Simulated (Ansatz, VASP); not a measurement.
# Ir in VASP and in Ansatz

Contents of INCAR:

```
ALGO = Normal
EDIFF = 1E-6
EDIFFG = -0.01
ENCUT = 600
GGA = PS
IBRION = 2
ISIF = 3
ISMEAR = -1
IVDW = 12
LASPH = T
LCHARG = F
LREAL = F
LWAVE = F
NELM = 60
NSW = 60
PREC = Accurate
SIGMA = 0.05
```

File KPOINTS:

```
k-points
0
Gamma
  11 11 6
```

The input POSCAR:

```
Ir
1.0
    2.7513778946      0.0000000000      0.0000000000
   -1.3756889473      2.3827631521      0.0000000000
    0.0000000000      0.0000000000      4.4622900000
Ir
2
Direct
    0.3333333333      0.6666666667      0.2500000000
    0.6666666667      0.3333333333      0.7500000000
```

input.yaml

```yaml
crystal:
  lattice:
    - [2.7513778946, 0.0, 0.0]
    - [-1.3756889473, 2.3827631521, 0.0]
    - [0.0, 0.0, 4.46229]
  atoms:
    - { symbol: Ir, position: [0.3333333333, 0.6666666667, 0.25] }
    - { symbol: Ir, position: [0.6666666667, 0.3333333333, 0.75] }
hamiltonian:
  xc: pbesol
  pseudopotentials: { kind: paw }
  dispersion: d3bj
kpoints:
  mp_grid: { grid: [11, 11, 6] }
scf:
  occupations: { method: fermi_dirac, width: 0.05 }
output:
  forces: true
  stress: true
  eigenvalues: true
  write_density: true
  write_potential: true
  elf: true
  volumetric_format: npy
relax:
  f_tol: 0.01
  max_steps: 40
  cell: { stress_tol: 0.05 }
```

Alike in both runs: task relaxation of cell and atoms; functional PBEsol; dispersion D3(BJ); k mesh 11 × 11 × 6; occupations fermi-dirac, width 0.05 eV; no spin polarisation.

|  | VASP | Ansatz |
| --- | --- | --- |
| version | VASP 6.6.1 | Ansatz 0.2.0 |
| potentials or method | VASP PAW PBE potentials, release 64 (Ir) | Ansatz PAW |
| plane-wave cutoff (eV) | 600 | 420 |
| valence electrons in the cell | 18 | 34 |

|  | VASP | Ansatz | Ansatz less VASP |
| --- | --- | --- | --- |
| gap on the k mesh at the Fermi level, each at its own relaxed structure (eV) | none | none | - |
| relaxed volume (Å³/atom) | 13.87 | 13.82 | -0.042 |
| relaxed cell length with the largest relative difference (Å) | 2.703 | 2.700 | -0.0030 |

VASP's potentials were made for PBE, not for PBEsol. A gap of «none» marks a metal or a gap that the smearing closes. VASP's potentials hold 18 valence electrons a cell and Ansatz's 34, so a difference there can come from the potentials and not from the codes.

Spin-orbit coupling is off throughout. Noted on Ansatz's run: the plane-wave basis is chosen anew once the cell has moved, so the energies of steps on either side of that aren't comparable.
